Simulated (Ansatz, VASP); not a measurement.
**Two plane-wave programs on CdS**

Contents of POSCAR:

```
CdS
1.0
    0.0000000000      2.9165000000      2.9165000000
    2.9165000000      0.0000000000      2.9165000000
    2.9165000000      2.9165000000      0.0000000000
Cd S
1 1
Direct
    0.0000000000      0.0000000000      0.0000000000
    0.7500000000      0.7500000000      0.7500000000
```

The input INCAR.step1:

```
PREC = Accurate
ENCUT = 520
ISMEAR = -1
SIGMA = 0.05
LREAL = F
LASPH = T
NELM = 80
NBANDS = 16
GGA = PE
ALGO = Normal
EDIFF = 1E-4
LWAVE = T
LCHARG = F
```

Contents of INCAR.step2:

```
PREC = Accurate
ENCUT = 520
EDIFF = 1E-7
ISMEAR = -1
SIGMA = 0.05
LREAL = F
LASPH = T
NELM = 80
ALGO = Normal
ISIF = 2
LWAVE = F
LCHARG = F
METAGGA = R2SCAN
LMIXTAU = T
LUSE_VDW = T
IVDW_NL = 2
BPARAM = 11.95
CPARAM = 0.0093
NBANDS = 16
ISTART = 1
```

File KPOINTS:

```
regular mesh
0
Gamma
  8 8 8
```

input.yaml

```yaml
crystal:
  lattice:
    - [0.0, 2.9165, 2.9165]
    - [2.9165, 0.0, 2.9165]
    - [2.9165, 2.9165, 0.0]
  atoms:
    - { symbol: Cd, position: [0.0, 0.0, 0.0] }
    - { symbol: S, position: [0.75, 0.75, 0.75] }
hamiltonian:
  xc: r2scan
  pseudopotentials: { kind: paw }
  dispersion: rvv10
kpoints:
  mp_grid: { grid: [8, 8, 8] }
scf:
  occupations: { method: fermi_dirac, width: 0.05 }
output:
  forces: true
  stress: true
  eigenvalues: true
```

Alike in both runs: task single point; functional r2SCAN; dispersion rVV10; k mesh 8 × 8 × 8; occupations fermi-dirac, width 0.05 eV; no spin polarisation.

|  | VASP | Ansatz |
| --- | --- | --- |
| version | VASP 6.6.1 | Ansatz 0.2.0 |
| potentials or method | VASP PAW PBE potentials, release 64 (Cd, S) | Ansatz PAW |
| plane-wave cutoff (eV) | 520 | 500 |
| valence electrons in the cell | 18 | 26 |

Ansatz gave:

- gap on the k mesh at the Fermi level (eV): 1.54
- least direct gap on the mesh (eV): 1.54
- pressure (GPa): 0.6

**Question.** Which values does VASP return?

**Answer.** gap on the k mesh at the Fermi level (eV): 1.53; least direct gap on the mesh (eV): 1.53; pressure (GPa): 1.0.

VASP's potentials were made for PBE, not for r2SCAN. VASP's potentials hold 18 valence electrons a cell and Ansatz's 26, so a difference there can come from the potentials and not from the codes.
